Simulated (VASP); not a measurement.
Set up this calculation in VASP 6.6.1, as the native input.

- Task: single point
- Functional: PBE
- Potentials or basis: VASP PAW PBE potentials, release 64 (Ba_sv, Sb, P)
- Cutoff: 520 eV
- k mesh: 4 × 4 × 4
- Occupations: gaussian, width 0.01 eV
- Spin: no spin polarisation
- Dipole correction: no
- Further INCAR settings: ALGO = Normal; EDIFF = 1e-06; NBANDS = 28

The structure of Ba3SbP lies in POSCAR:

```
Ba3SbP
1.0
    5.9456076429      0.0000000000      0.0000000000
    0.0000000000      5.9456076429      0.0000000000
    0.0000000000      0.0000000000      5.9456076429
Ba Sb P
3 1 1
Direct
    0.0000000000      0.5000000000      0.5000000000
    0.5000000000      0.0000000000      0.5000000000
    0.5000000000      0.5000000000      0.0000000000
    0.0000000000      0.0000000000      0.0000000000
    0.5000000000      0.5000000000      0.5000000000
```

These files were run (other wordings do the same):

INCAR

```
PREC = Accurate ; ENCUT = 520
EDIFF = 1E-6 ; ISMEAR = 0
SIGMA = 0.01 ; LREAL = False
LASPH = True ; NELM = 100
ALGO = Normal ; ISIF = 2
LWAVE = False ; LCHARG = True
GGA = PE ; LELF = True
LVHAR = True ; NBANDS = 28
```

KPOINTS

```
regular mesh
0
Gamma
  4 4 4
```

Potentials or basis: VASP PAW PBE potentials, release 64 (Ba_sv, Sb, P).

Command:

```sh
$ cat potpaw_PBE.64/Ba_sv/POTCAR potpaw_PBE.64/Sb/POTCAR potpaw_PBE.64/P/POTCAR > POTCAR
$ mpirun -np 1 vasp_std > vasp.out
```

It gave:

The pressure is 2.5 GPa and the band gap on the k mesh is 0.34 eV.

Caveat: spin-orbit coupling is left out, which moves the levels of the heavy elements.

Wall time 120 s on 1 thread of Intel Xeon 8259CL, with other jobs on the host, peak memory 0.35 GiB.
